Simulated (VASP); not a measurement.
The system is BaS (zincblende type).

```
CELL_PARAMETERS angstrom
0.00000 3.51614 3.51614
3.51614 0.00000 3.51614
3.51614 3.51614 0.00000
ATOMIC_POSITIONS crystal
Ba 0.00000 0.00000 0.00000
S 0.25000 0.25000 0.25000
```

Base run:

* Program: VASP 6.6.1
* Functional: PBEsol
* Potentials or basis: VASP PAW PBE potentials, release 64 (Ba_sv, S)
* Cutoff: 520 eV
* k mesh: 9 × 9 × 9
* Occupations: fermi-dirac, width 0.08 eV
* Spin: no spin polarisation

Its results: band gap on the k mesh 2.66 eV (least direct gap 3.32 eV); pressure -0.7 GPa.

Task: After a change of settings the same cell gave: band gap on the k mesh 2.79 eV (least direct gap 3.45 eV); pressure 0.5 GPa. Which change was it?
A. functional from PBEsol to PBE
B. further incar settings from ALGO = Normal; EDIFF = 1e-06; NBANDS = 15 to ALGO = Normal; EDIFF = 1e-08; NBANDS = 15
C. functional from PBEsol to LDA; potentials or basis from VASP PAW PBE potentials, release 64 (Ba_sv, S) to VASP PAW LDA potentials, release 64 (Ba_sv, S)
D. functional from PBEsol to r2SCAN; further incar settings from ALGO = Normal; EDIFF = 1e-06; NBANDS = 15 to ALGO = Normal; EDIFF = 1e-08; NBANDS = 15

Result: A.

PBE binds less tightly than PBEsol, so the same cell stands under more pressure.

Caveats: spin-orbit coupling is left out, which moves the levels of the heavy elements; an odd mesh through Γ misses points on the zone boundary, where band edges can lie; the PAW data sets were made with another functional, which shifts forces and pressure a little (at least some runs).
